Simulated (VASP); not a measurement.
LiTa4O, 6 atoms in the cell. It takes space group P4/mmm (No. 123, tetragonal). The conventional cell has a = 6.833 Å, b = 6.833 Å, c = 2.690 Å, α = 90.00°, β = 90.00°, γ = 90.00°. Li (site symmetry 4/mmm) has 2 Li at 2.69 Å within 3.5 Å. Ta (site symmetry m2m) has 1 O at 2.04 Å and 5 Ta at 2.69 to 2.89 Å within 2.9 Å. Within 2.7 Å of O (site symmetry 4/mmm) lie 4 Ta at 2.04 Å and 2 O at 2.69 Å. The cell was built from a structure type or drawn by symmetry, and may not be a known phase.

* Program: VASP 6.6.1
* Task: single point
* Functional: PBE
* Potentials or basis: VASP PAW PBE potentials, release 64 (Li_sv, Ta_pv, O)
* Cutoff: 520 eV
* k mesh: 6 × 6 × 14
* Occupations: gaussian, width 0.1 eV
* Spin: no spin polarisation
* Dipole correction: no
* Further INCAR settings: ALGO = Normal; EDIFF = 1e-06; NBANDS = 36

Potentials or basis: VASP PAW PBE potentials, release 64 (Li_sv, Ta_pv, O).

Command:

```sh
$ cat potpaw_PBE.64/Li_sv/POTCAR potpaw_PBE.64/Ta_pv/POTCAR potpaw_PBE.64/O/POTCAR > POTCAR
$ mpirun -np 1 vasp_std > vasp.out
```

Hardware: 1 thread of Intel Xeon 8259CL, with other jobs on the host.

**Question.** Estimate the wall time of this run.

**Answer.** It took 8.5 min on 1 thread of Intel Xeon 8259CL (shared host), peak memory 0.43 GiB. Counts: scf iterations 14, k points 80.
